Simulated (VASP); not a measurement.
## Ni: single point with BLYP

Ni:

```
Ni
1.0
     2.55937    0.00000    0.00000
    -1.27969    2.21648    0.00000
     0.00000    0.00000    4.21104
Ni
2
Direct
  0.33333 0.66667 0.25000
  0.66667 0.33333 0.75000
```

This isn't the form of Ni at room conditions, which is fcc.

| Quantity | Value |
| --- | --- |
| Program | VASP 6.6.1 |
| Task | single point |
| Functional | BLYP |
| Potentials or basis | VASP PAW PBE potentials, release 64 (Ni) |
| Cutoff | 520 eV |
| k mesh | 16 × 16 × 9 |
| Occupations | fermi-dirac, width 0.05 eV |
| Spin | collinear spin, ferromagnetic start |
| Starting moments | [0.657, 0.657] μB |

```
Pressure                                              : -5.9 GPa
Net moment                                            : 1.22 μB per cell
Site moments                                          : Ni +0.62 μB
Valence electrons inside the program's atomic spheres : Ni 9.21
```

Stress tensor (GPa, compression positive):
```
-6.06  0.00  0.00
 0.00 -6.06  0.00
 0.00  0.00 -5.59
```

Levels at points of the mesh, in eV from the Fermi level:
Spin up:
| k point | band 8 | band 9 | band 10 | band 11 | band 12 | band 13 | band 14 | band 15 |
| --- | --- | --- | --- | --- | --- | --- | --- | --- |
| (0.00, 0.00, 0.00) | -1.50 | -1.50 | -0.68 | -0.68 | 0.02 | 4.96 | 22.28 | 22.88 |
| (0.50, 0.00, 0.00) | -0.60 | -0.54 | -0.49 | 1.18 | 2.80 | 8.85 | 9.15 | 11.96 |
Spin down:
```tsv
k point	band 7	band 8	band 9	band 10	band 11	band 12
(0.00, 0.00, 0.00)	-1.22	-0.88	-0.88	-0.02	-0.02	-0.01
(0.50, 0.00, 0.00)	-1.19	0.12	0.13	0.23	1.59	3.16
```

Run time: 3.4 min on 1 thread of Intel Xeon 8259CL, with other jobs on the host, peak memory 0.22 GiB.

Caveat: the cell stands under tension; the PAW data sets were made with another functional, which shifts forces and pressure a little.
